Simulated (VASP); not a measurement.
Al, 1 atom in the cell. The structure is tetragonal, space group I4/mmm (No. 139). Conventional cell: a = 2.902 Å, b = 2.902 Å, c = 3.939 Å, α = 90.00°, β = 90.00°, γ = 90.00°. Al (site symmetry 4/mmm) has 12 Al at 2.84 to 2.90 Å within 3.7 Å.  This cell differs from its parent crystal: ratio of the length along z to the lengths across it x 0.96, volume and fractional coordinates fixed.

| Item | Value |
| --- | --- |
| Program | VASP 6.6.1 |
| Task | single point |
| Functional | PBEsol |
| Potentials or basis | VASP PAW PBE potentials, release 64 (Al) |
| Cutoff | 520 eV |
| k mesh | 22 × 22 × 22 |
| Occupations | gaussian, width 0.15 eV |
| Spin | no spin polarisation |
| Dipole correction | no |
| Further INCAR settings | ALGO = Fast; EDIFF = 1e-06; NBANDS = 8 |

Potentials or basis: VASP PAW PBE potentials, release 64 (Al).

Launch:

```console
$ cat potpaw_PBE.64/Al/POTCAR > POTCAR
$ mpirun -np 1 vasp_std > vasp.out
```

Hardware: 1 thread of Intel Xeon 6975P-C, on a shared host.

**Question.** Estimate the wall time of this run.

**Answer.** It took 60 s on 1 thread of Intel Xeon 6975P-C (shared host), peak memory 0.21 GiB. Counts: scf iterations 11, k points 834.
